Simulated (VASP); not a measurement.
Li2S, 3 atoms in the cell. Symmetry: Fm-3m, No. 225, cubic system. Conventional cell: a = 5.670 Å, b = 5.670 Å, c = 5.670 Å, α = 90.00°, β = 90.00°, γ = 90.00°. Within 3.2 Å of Li (site symmetry -43m) lie 4 S at 2.46 Å and 6 Li at 2.84 Å. S (site symmetry m-3m) has 8 Li at 2.46 Å within 3.2 Å. 

```yaml
Program: VASP 6.6.1
Task: single point
Functional: PBE
Potentials_or_basis: VASP PAW PBE potentials, release 64 (Li_sv, S)
Cutoff: 750 eV
k_mesh: 2 × 2 × 2, shifted
Occupations: gaussian, width 0.1 eV
Spin: no spin polarisation
Dipole_correction: no
Further_INCAR_settings: ALGO = Normal; EDIFF = 1e-06; NBANDS = 13; ISYM = 0
```

Potentials or basis: VASP PAW PBE potentials, release 64 (Li_sv, S).

Command:

```bash
$ cat potpaw_PBE.64/Li_sv/POTCAR potpaw_PBE.64/S/POTCAR > POTCAR
$ mpirun -np 1 vasp_std > vasp.out
```

Hardware: 1 thread of Intel(R) Xeon(R) 6975P-C (Granite Rapids) (shared host).

Problem. How long does it take, and how much memory?

Solution. Wall time 11 s on 1 thread of Intel(R) Xeon(R) 6975P-C (Granite Rapids) (shared host), peak memory 0.19 GiB. Counts: scf iterations 13, k points 16.
